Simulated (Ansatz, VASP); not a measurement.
**One calculation of Zn3F, two programs**

```
Zn F
1.0
     3.95492    0.00000    0.00000
     0.00000    3.95492    0.00000
     0.00000    0.00000    3.95492
Zn F
3 1
Direct
  0.00000 0.50000 0.50000
  0.50000 0.00000 0.50000
  0.50000 0.50000 0.00000
  0.00000 0.00000 0.00000
```

Change from the starting cell: species swapped into the CdAu3 type (Pm-3m, No. 221).

Alike in both runs: functional PBE; k mesh 12 × 12 × 12; occupations gaussian, width 0.1 eV; no spin polarisation.

Ansatz relaxed the structure, and its values are those at the end. VASP's run is a single point on that final structure, the one shown.

|  | VASP | Ansatz |
| --- | --- | --- |
| version | VASP 6.6.1 | Ansatz 0.2.0 |
| potentials or method | VASP PAW PBE potentials, release 64 (Zn, F), cutoff 520 eV | scalar-relativistic, plane waves, PAW |
| valence electrons in the cell | 43 | 43 |

|  | VASP | Ansatz | Ansatz less VASP |
| --- | --- | --- | --- |
| gap on the k mesh at the Fermi level (eV) | none | none | - |
| pressure (GPa) | 0.1 | 0.0 | -0.04 |

A gap of «none» marks a metal or a gap that the smearing closes.
